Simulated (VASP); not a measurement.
Runs of VASP 6.6.1 on Be2H3. The structure is that of space group R-3m (No. 166), or close to it. The cells are those of the table. The cell was built from a structure type or drawn by symmetry, and may not be a known phase.

```tsv
task	cell	k mesh	cutoff (eV)	gap on the mesh (eV)	pressure (GPa)	relaxed volume (Å³/atom)
single point	a = 3.289 Å, angles 65.0°, 5 atoms	6 × 6 × 6	520	none	(a)	-
single point	a = 3.357 Å, angles 70.8°, 5 atoms	6 × 6 × 6	520	none	-11.4	-
relaxation of cell and atoms	relaxed from a = 3.357 Å, angles 70.8°, 5 atoms	6 × 6 × 6	600	none	0.3	5.57
relaxation of cell and atoms	relaxed from a = 3.289 Å, angles 65.0°, 5 atoms	12 × 12 × 12	600	none	-0.1	5.58
single point	a = 3.289 Å, angles 64.9°, 5 atoms	12 × 12 × 12	520	none	-0.1	-
```

Alike in all rows: level PBE; potentials or basis VASP PAW PBE potentials, release 64 (Be, H); no spin polarisation; smearing gaussian 0.1 eV.

Task: Fill in the values left out.

Result: (a) -0.2.

Caveats: some runs use coarse meshes; the cell stands under tension (at least some runs).

A gap of «none» marks levels without a gap at the run's occupations.
